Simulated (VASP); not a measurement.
Set up this calculation in VASP 6.6.1, as the native input.

```yaml
Task: single point
Functional: PBE
Potentials_or_basis: VASP PAW PBE potentials, release 64 (Ba_sv, Ti_sv, O)
Cutoff: 520 eV
k_mesh: 7 × 7 × 7
Occupations: fermi-dirac, width 0.05 eV
Spin: no spin polarisation
Hubbard_terms: Ti d U = 1.0 eV
Dipole_correction: no
Further_INCAR_settings: ALGO = Normal; EDIFF = 1e-07; NBANDS = 28
```

The structure of BaTiO3 lies in POSCAR:

```
BaTiO3
1.0
    2.8626562985      1.6527553845      2.3542953535
   -2.8626562985      1.6527553845      2.3542953535
    0.0000000000     -3.3055107691      2.3542953535
Ba Ti O
1 1 3
Direct
   -0.0049982582     -0.0049982582     -0.0049982582
    0.4816321041      0.4816321041      0.4816321041
    0.5108316707      0.0209028127      0.5108316707
    0.0209028127      0.5108316707      0.5108316707
    0.5108316707      0.5108316707      0.0209028127
```

These files were run (other wordings do the same):

INCAR

```
SYSTEM = BaTiO3
  ALGO = Normal
  EDIFF = 1E-7
  ENCUT = 520
  GGA = PE
  ISIF = 2
  ISMEAR = -1
  LASPH = .True.
  LCHARG = .True.
  LDAU = .True.
  LDAUJ = 0 0 0
  LDAUL = -1 2 -1
  LDAUPRINT = 1
  LDAUTYPE = 2
  LDAUU = 0 1 0
  LELF = .True.
  LMAXMIX = 4
  LREAL = .False.
  LVHAR = .True.
  LWAVE = .False.
  NBANDS = 28
  NELM = 150
  PREC = Accurate
  SIGMA = 0.05
```

KPOINTS

```
k-points
0
Gamma
  7 7 7
  0 0 0
```

Potentials or basis: VASP PAW PBE potentials, release 64 (Ba_sv, Ti_sv, O).

Launch:

```bash
$ cat potpaw_PBE.64/Ba_sv/POTCAR potpaw_PBE.64/Ti_sv/POTCAR potpaw_PBE.64/O/POTCAR > POTCAR
$ mpirun -np 1 vasp_std > vasp.out
```

Results of the run:

The pressure is 2.1 GPa. The largest force is 0.253 eV/Å. The band gap on the k mesh is 2.65 eV, indirect (least direct gap 3.11 eV).

Caveat: spin-orbit coupling is left out, which moves the levels of the heavy elements.

Run time: 37 s on 1 thread of Intel(R) Xeon(R) 6975P-C (Granite Rapids), with other jobs on the host, peak memory 0.22 GiB.
